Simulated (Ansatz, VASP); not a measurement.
## Two plane-wave programs on SiC

The input INCAR:

```
ALGO = Normal
EDIFF = 1E-6
EDIFFG = -0.03
ENCUT = 600
GGA = CA
IBRION = 2
ISIF = 3
ISMEAR = -1
LASPH = True
LCHARG = False
LREAL = False
LWAVE = False
NELM = 100
NSW = 80
PREC = Accurate
SIGMA = 0.02
```

File KPOINTS:

```
k-points
0
Gamma
  6 6 4
```

The input POSCAR:

```
SiC
1.0
    3.0760000000      0.0000000000      0.0000000000
   -1.5380000000      2.6638940000      0.0000000000
    0.0000000000      0.0000000000      5.0480000000
Si C
2 2
Direct
    0.3333333333      0.6666666667      0.0000000000
    0.6666666667      0.3333333333      0.5000000000
    0.3333333333      0.6666666667      0.3850000000
    0.6666666667      0.3333333333      0.8850000000
```

Input for Ansatz:

```yaml
crystal:
  lattice:
    - [3.076, 0.0, 0.0]
    - [-1.538, 2.663894, 0.0]
    - [0.0, 0.0, 5.048]
  atoms:
    - { symbol: Si, position: [0.3333333333333333, 0.6666666666666666, 0.0] }
    - { symbol: Si, position: [0.6666666666666666, 0.3333333333333333, 0.5] }
    - { symbol: C, position: [0.3333333333333333, 0.6666666666666666, 0.385] }
    - { symbol: C, position: [0.6666666666666666, 0.3333333333333333, 0.885] }
basis:
  ecutwfc: 462.593566181796
kpoints:
  mp_grid:
    grid: [6, 6, 4]
    shift: [0.0, 0.0, 0.0]
hamiltonian:
  xc: lda
  dispersion: none
scf:
  occupations:
    method: fermi_dirac
    width: 0.02
relax:
  f_tol: 0.03
  cell: {}
```

Alike in both runs: task relaxation of cell and atoms; functional LDA; k mesh 6 × 6 × 4; occupations fermi-dirac, width 0.02 eV; no spin polarisation.

```csv
,VASP,Ansatz
version,VASP 6.6.1,Ansatz 0.2.0
potentials or method,"VASP PAW LDA potentials, release 64 (Si, C), cutoff 600 eV","plane waves, PAW"
valence electrons in the cell,16,16
```

Ansatz gave:

- relaxed volume (Å³/atom): 10.15
- relaxed cell length with the largest relative difference (Å): 5.015

Problem. Estimate VASP's values.

Solution. Relaxed volume (Å³/atom): 10.15; relaxed cell length with the largest relative difference (Å): 5.019.

LDA's correlation is that of Perdew and Zunger in VASP and of Perdew and Wang (1992) in Ansatz.
